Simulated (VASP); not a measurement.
# KCl in VASP: further runs

The runs below take KCl through single point, with PBE.

Program: VASP 6.6.1. These are calculated values, not measurements. Logs are shortened: lines on timing, memory, paths and dates and some standing lists are left out, and cuts for length are marked.

## (1) The cell of the first run

Symmetry: R-3m, No. 166, trigonal system. Conventional cell: a = 4.470 Å, b = 4.470 Å, c = 10.867 Å, α = 90.00°, β = 90.00°, γ = 120.00°. K (site symmetry -3m) has 6 Cl at 3.15 Å within 4.1 Å. Cl (site symmetry -3m) has 6 K at 3.15 Å within 4.1 Å.

## (2) Single point, PBE (epitaxial 111 strain +0.5%)

Contents of INCAR:

```
SYSTEM = KCl
PREC = Accurate ; ENCUT = 520
EDIFF = 1E-7 ; ISMEAR = 0
SIGMA = 0.01 ; LREAL = .FALSE.
LASPH = .TRUE. ; NELM = 100
ALGO = Normal ; ISIF = 2
LWAVE = .FALSE. ; LCHARG = .FALSE.
GGA = PE ; NBANDS = 15
```

Contents of KPOINTS:

```
Automatic mesh
0
G
  4 4 4
  0 0 0
```

Contents of POSCAR:

```
KCl
1.0
   -0.0157242416      3.1448483123      3.1448483123
    3.1448483123     -0.0157242416      3.1448483123
    3.1448483123      3.1448483123     -0.0157242416
K Cl
1 1
Direct
    0.0000000000      0.0000000000      0.0000000000
    0.5000000000      0.5000000000      0.5000000000
```

Potentials or basis: VASP PAW PBE potentials, release 64 (K_sv, Cl).

Launch:

```
$ cat potpaw_PBE.64/K_sv/POTCAR potpaw_PBE.64/Cl/POTCAR > POTCAR
$ mpirun -np 1 vasp_std > vasp.out
```

OUTCAR:

```text
SYSTEM = KCl
   PREC = Accurate
   ENCUT = 520
   EDIFF = 1E-7
   ISMEAR = 0
   LREAL = .FALSE.
   LASPH = .TRUE.
   NELM = 100
   ISIF = 2
   GGA = PE

 ion  position               nearest neighbor table
   1  0.000  0.000  0.000-   2 3.15   2 3.15   2 3.15   2 3.15   2 3.15   2 3.15
   2  0.500  0.500  0.500-   1 3.15   1 3.15   1 3.15   1 3.15   1 3.15   1 3.15

  LATTYP: Found a trigonal (rhomboedric) cell.
 ALAT       =     4.4475149316
 COS(alpha) =     0.4949938126

  Lattice vectors:

 A1 = (  -0.0157242416,   3.1448483123,   3.1448483123)
 A2 = (   3.1448483123,  -0.0157242416,   3.1448483123)
 A3 = (   3.1448483123,   3.1448483123,  -0.0157242416)

Analysis of symmetry for initial positions (statically):
=====================================================================
 Subroutine PRICEL returns:
 Original cell was already a primitive cell.

 Routine SETGRP: Setting up the symmetry group for a
 trigonal (rhombohedral) supercell.

 Subroutine GETGRP returns: Found 12 space group operations
 (whereof 12 operations were pure point group operations)
 out of a pool of 12 trial point group operations.

The static configuration has the point symmetry D_3d.

Analysis of symmetry for dynamics (positions and initial velocities):
=====================================================================
 Subroutine PRICEL returns:
 Original cell was already a primitive cell.

 Routine SETGRP: Setting up the symmetry group for a
 trigonal (rhombohedral) supercell.

 Subroutine GETGRP returns: Found 12 space group operations
 (whereof 12 operations were pure point group operations)
 out of a pool of 12 trial point group operations.

The dynamic configuration has the point symmetry D_3d.

 Subroutine INISYM returns: Found 12 space group operations
 (whereof 12 operations are pure point group operations),
 and found     1 'primitive' translations

----------------------------------------------------------------------------------------

                                     Primitive cell

  volume of cell :      62.6721

  direct lattice vectors                    reciprocal lattice vectors
    -0.015724242  3.144848312  3.144848312    -0.157802695  0.158595674  0.158595674
     3.144848312 -0.015724242  3.144848312     0.158595674 -0.157802695  0.158595674
     3.144848312  3.144848312 -0.015724242     0.158595674  0.158595674 -0.157802695

  length of vectors
     4.447514932  4.447514932  4.447514932     0.274238702  0.274238702  0.274238702

  position of ions in fractional coordinates (direct lattice)
     0.000000000  0.000000000  0.000000000
     0.500000000  0.500000000  0.500000000

  ion indices of the primitive-cell ions
   primitive index   ion index
                 1           1
                 2           2

----------------------------------------------------------------------------------------

 KPOINTS: Automatic mesh

Automatic generation of k-mesh.
 Grid dimensions read from file:
 generate k-points for:    4    4    4

 Generating k-lattice:

  Cartesian coordinates                     Fractional coordinates (reciprocal lattice)
    -0.039450674  0.039648918  0.039648918     0.250000000  0.000000000  0.000000000
     0.039648918 -0.039450674  0.039648918     0.000000000  0.250000000  0.000000000
     0.039648918  0.039648918 -0.039450674     0.000000000  0.000000000  0.250000000

  Length of vectors
     0.068559676  0.068559676  0.068559676

  Shift w.r.t. Gamma in fractional coordinates (k-lattice)
     0.000000000  0.000000000  0.000000000

 Subroutine IBZKPT returns following result:
 ===========================================

 Found     13 irreducible k-points:

 Following reciprocal coordinates:
            Coordinates               Weight
  0.000000  0.000000  0.000000      1.000000
  0.250000  0.000000  0.000000      6.000000
  0.500000  0.000000  0.000000      3.000000
  0.250000  0.250000  0.000000      6.000000
  0.500000  0.250000  0.000000     12.000000
 -0.250000  0.250000  0.000000      6.000000
  0.500000  0.500000  0.000000      3.000000
  0.250000  0.250000  0.250000      2.000000
  0.500000  0.250000  0.250000      6.000000
 -0.250000  0.250000  0.250000      6.000000
  0.500000  0.500000  0.250000      6.000000
 -0.250000  0.500000  0.250000      6.000000
  0.500000  0.500000  0.500000      1.000000
   k-points           NKPTS =     13   k-points in BZ     NKDIM =     13   number of bands    NBANDS=     15
   number of dos      NEDOS =    301   number of ions     NIONS =      2
   total plane-waves  NPLWV =  46656
   dimension x,y,z NGX =    36 NGY =   36 NGZ =   36
   dimension x,y,z NGXF=    72 NGYF=   72 NGZF=   72
   ions per type =               1   1
   NGX,Y,Z   is equivalent  to a cutoff of  13.46, 13.46, 13.46 a.u.
   NGXF,Y,Z  is equivalent  to a cutoff of  26.91, 26.91, 26.91 a.u.
 SYSTEM =  KCl
   PREC   = accura    normal or accurate (medium, high low for compatibility)
   ISTART =      0    job   : 0-new  1-cont  2-samecut
   ICHARG =      2    charge: 1-file 2-atom 10-const
   ISPIN  =      1    spin polarized calculation?
   LNONCOLLINEAR =      F non collinear calculations
   LSORBIT =      F    spin-orbit coupling
   LASPH  =      T    aspherical Exc in radial PAW
   ENCUT  =  520.0 eV  38.22 Ry    6.18 a.u.   8.27  8.27  8.27*2*pi/ulx,y,z
   NELM   =    100;   NELMIN=  2; NELMDL= -5     # of ELM steps
   EDIFF  = 0.1E-06   stopping-criterion for ELM
   LREAL  =      F    real-space projection
   EDIFFG = 0.1E-05   stopping-criterion for IOM
   NSW    =      0    number of steps for IOM
   IBRION =     -1    ionic relax: 0-MD 1-quasi-New 2-CG
   NFREE  =      0    steps in history (QN), initial steepest desc. (CG)
   ISIF   =      2    stress and relaxation
   ISYM   =      2    0-nonsym 1-usesym 2-fastsym
   POTIM  = 0.5000    time-step for ionic-motion
   TEBEG  =    0.0;   TEEND  =   0.0 temperature during run
   PSTRESS=    0.0 pullay stress
   NELECT =      16.0000    total number of electrons
   NUPDOWN=      -1.0000    fix difference up-down
   EMIN   =  10.00;   EMAX   =-10.00  energy-range for DOS
   EFERMI =   0.00;   METHOD = LEGACY
   ISMEAR =     0;   SIGMA  =   0.01  broadening in eV -4-tet -1-fermi 0-gaus
   EFERMI_NEDOS =   21; number of points for ismear=-14 and -15
   IALGO  =     38    algorithm
   IMIX   =      4    mixing-type and parameters
     AMIX     =   0.40;   BMIX     =  1.00
     AMIX_MAG =   1.60;   BMIX_MAG =  1.00
  volume/ion in A,a.u.               =      31.34       211.47
  Fermi-wavevector in a.u.,A,eV,Ry     =   1.038541  1.962557 14.674787  1.078566
  Thomas-Fermi vector in A             =   2.173029
   LORBIT       =      0    0 simple, 1 ext, 2 COOP (PROOUT), +10 PAW based schemes
   GGA     = PE    functional components
   LHFCALC =     F    Hartree Fock is set to
   AEXX    =    0.0000 exact exchange contribution
   IVDW    =     0    specifies the selected vdW correction
   LEPSILON=     F    determine dielectric tensor
   LRPA    =     F    only Hartree local field effects (RPA)
 non-spin polarized calculation
 Gauss-broadening in eV      SIGMA  =   0.01
  energy-cutoff  :      520.00
  volume of cell :       62.67
 maximum number of plane-waves:      1696
 NGX is ok and might be reduce to    36
   NGX = 17   NGY = 17   NGZ = 17

 number of electron      16.0000000 magnetization

 Free energy of the ion-electron system (eV)
  ---------------------------------------------------
  ext. energy  EPLUGINS =         0.00000000
  ---------------------------------------------------
  free energy    TOTEN  =        -6.80536210 eV

  energy without entropy =       -6.80536210  energy(sigma->0) =       -6.80536210

 E-fermi :  -1.7464     XC(G=0):  -7.5147

 val. band max:       -1.8557317026   @ k =   0.0000   0.0000   0.0000
 cond. band min:       3.3011027016   @ k =   0.0000   0.0000   0.0000
 fundamental gap:      5.1568344042
 Fermi energy:        -1.7463712199

 k-point     1 :       0.0000    0.0000    0.0000
  band No.  band energies     occupation
      1     -29.0783      2.00000
      2     -13.9760      2.00000
      3     -12.5393      2.00000
      4     -12.5387      2.00000
      5     -12.5387      2.00000
      6      -1.8696      2.00000
      7      -1.8696      2.00000
      8      -1.8557      2.00000
      9       3.3011      0.00000
     10       6.4914      0.00000
     11       6.4914      0.00000
     12       6.5532      0.00000
     13       7.3854      0.00000
     14       7.3854      0.00000
     15      11.0965      0.00000

 k-point     2 :       0.2500    0.0000    0.0000
  band No.  band energies     occupation
      1     -29.0732      2.00000
      2     -14.0747      2.00000
      3     -12.5441      2.00000
      4     -12.5429      2.00000
      5     -12.4133      2.00000
      6      -2.4476      2.00000
      7      -2.0342      2.00000
      8      -2.0214      2.00000
      9       4.5511      0.00000
     10       6.2896      0.00000
     11       7.2354      0.00000
     12       7.2904      0.00000
     13       8.1715      0.00000
     14       8.1802      0.00000
     15      11.7025      0.00000

 k-point     3 :       0.5000    0.0000    0.0000
  band No.  band energies     occupation
      1     -29.0681      2.00000
      2     -14.1608      2.00000
      3     -12.5489      2.00000
      4     -12.5471      2.00000
      5     -12.2996      2.00000
      6      -2.9093      2.00000
      7      -2.1878      2.00000
      8      -2.1745      2.00000
      9       5.7098      0.00000
     10       6.7045      0.00000
     11       8.6123      0.00000
     12       8.6642      0.00000
     13       9.5044      0.00000
     14       9.5603      0.00000
     15      10.1642      0.00000
[... 145 lines left out ...]
 k-point    12 :      -0.2500    0.5000    0.2500
  band No.  band energies     occupation
      1     -29.0649      2.00000
      2     -13.9722      2.00000
      3     -12.6370      2.00000
      4     -12.6333      2.00000
      5     -12.4508      2.00000
      6      -2.3471      2.00000
      7      -2.3362      2.00000
      8      -2.3326      2.00000
      9       6.1641      0.00000
     10       6.1652      0.00000
     11       7.5749      0.00000
     12       7.9762      0.00000
     13       9.8250      0.00000
     14       9.8422      0.00000
     15      10.1693      0.00000

 k-point    13 :       0.5000    0.5000    0.5000
  band No.  band energies     occupation
      1     -29.0677      2.00000
      2     -14.1560      2.00000
      3     -12.5485      2.00000
      4     -12.5485      2.00000
      5     -12.3062      2.00000
      6      -2.9063      2.00000
      7      -2.1955      2.00000
      8      -2.1955      2.00000
      9       5.7087      0.00000
     10       6.7369      0.00000
     11       8.6586      0.00000
     12       8.6586      0.00000
     13       9.5002      0.00000
     14       9.5002      0.00000
     15      10.1518      0.00000

------------------------ aborting loop because EDIFF is reached ----------------------------------------

  FORCE on cell =-STRESS in cart. coord.  units (eV):
  Direction    XX          YY          ZZ          XY          YZ          ZX
  --------------------------------------------------------------------------------------
  -------------------------------------------------------------------------------------
  Total        0.2590079      0.2590079      0.2590079      0.0122626      0.0122626      0.0122626
  in kB        6.6213942      6.6213942      6.6213942      0.3134856      0.3134856      0.3134856
  external PRESSURE =       6.6213942 kB  Pullay stress =       0.0000000 kB

 VOLUME and BASIS-vectors are now :
 -----------------------------------------------------------------------------
  energy-cutoff  :      520.00
  volume of cell :       62.67
      direct lattice vectors                 reciprocal lattice vectors
    -0.015724242  3.144848312  3.144848312    -0.157802695  0.158595674  0.158595674
     3.144848312 -0.015724242  3.144848312     0.158595674 -0.157802695  0.158595674
     3.144848312  3.144848312 -0.015724242     0.158595674  0.158595674 -0.157802695

 POSITION                                       TOTAL-FORCE (eV/Angst)
 -----------------------------------------------------------------------------------
      0.00000      0.00000      0.00000         0.000000      0.000000     -0.000000
      3.13699      3.13699      3.13699        -0.000000     -0.000000      0.000000
 -----------------------------------------------------------------------------------
    total drift:                                0.000000      0.000000      0.000000

  FREE ENERGIE OF THE ION-ELECTRON SYSTEM (eV)
  ---------------------------------------------------
  free  energy   TOTEN  =        -6.8053621029 eV

  energy  without entropy=       -6.8053621029  energy(sigma->0) =       -6.80536210
```

Run time: 43 s. Hardware: 1 thread of AMD EPYC 7R13, shared host; peak memory 0.17 GiB.

What came out:

```
Free energy            : -6.8054 eV
Pressure               : 0.7 GPa
Band gap on the k mesh : 5.16 eV, direct
```

Levels at points of the mesh, in eV from the valence-band top:
```tsv
k point	band 4	band 5	band 6	band 7	band 8	band 9	band 10	band 11	band 12	band 13
(0.00, 0.00, 0.00)	-10.68	-10.68	-0.01	-0.01	0.00	5.16	8.35	8.35	8.41	9.24
(0.50, 0.00, 0.00)	-10.69	-10.44	-1.05	-0.33	-0.32	7.57	8.56	10.47	10.52	11.36
(0.50, 0.50, 0.00)	-10.74	-10.74	-0.66	-0.24	-0.23	6.53	8.31	10.03	10.22	10.59
(0.50, 0.50, 0.50)	-10.69	-10.45	-1.05	-0.34	-0.34	7.56	8.59	10.51	10.51	11.36
```

Caveat: the k points lie up to 0.43 Å⁻¹ apart; the cell differs from its parent crystal (epitaxial 111 strain +0.5%).

## (3) Single point, PBE (epitaxial xy strain +2.0%)

Contents of INCAR:

```
ALGO     = Normal         # electronic algorithm
EDIFF    = 1E-6           # SCF threshold, eV
ENCUT    = 520            # plane-wave cutoff, eV
GGA      = PE             # functional
ISIF     = 2              # what is computed and relaxed
ISMEAR   = 0              # smearing method
LASPH    = T              # aspherical terms in the spheres
LCHARG   = F              # write CHGCAR
LREAL    = F              # projectors in reciprocal space
LWAVE    = F              # write WAVECAR
NBANDS   = 15             # bands
NELM     = 60             # most SCF steps
PREC     = Accurate       # precision mode
SIGMA    = 0.01           # smearing width, eV
```

Contents of KPOINTS:

```
k-points
0
Gamma
  4 4 4
```

Contents of POSCAR:

```
KCl
1.0
    0.0000000000      3.2077452785      3.1309017200
    3.2077452785      0.0000000000      3.1309017200
    3.2077452785      3.2077452785      0.0000000000
K Cl
1 1
Direct
    0.0000000000      0.0000000000      0.0000000000
    0.5000000000      0.5000000000      0.5000000000
```

Potentials or basis: VASP PAW PBE potentials, release 64 (K_sv, Cl).

Launch:

```
$ cat potpaw_PBE.64/K_sv/POTCAR potpaw_PBE.64/Cl/POTCAR > POTCAR
$ mpirun -np 1 vasp_std > vasp.out
```

It took 36 s on 1 thread of AMD EPYC 7R13, shared host; peak memory 0.17 GiB.

It converged, with:

```yaml
Free_energy: -6.8078 eV
Pressure: 0.2 GPa
Band_gap_on_the_k_mesh: 5.06 eV, direct
```

Stress tensor (GPa, compression positive):
```
-0.08  0.00  0.00
 0.00 -0.08  0.00
 0.00  0.00  0.73
```

Levels at points of the mesh, in eV from the valence-band top:
```csv
k point,band 5,band 6,band 7,band 8,band 9,band 10,band 11,band 12
"(0.00, 0.00, 0.00)",-10.75,-0.01,-0.01,0.00,5.06,8.30,8.30,8.45
"(0.50, 0.00, 0.00)",-10.52,-1.01,-0.31,-0.31,7.48,8.45,10.39,10.43
"(0.50, 0.50, 0.00)",-10.80,-0.62,-0.24,-0.24,6.52,8.21,9.97,10.20
"(0.50, 0.00, 0.50)",-10.79,-0.65,-0.22,-0.21,6.56,8.18,9.81,10.15
```

Caveat: the k points lie up to 0.43 Å⁻¹ apart; the cell differs from its parent crystal (epitaxial xy strain +2.0%).
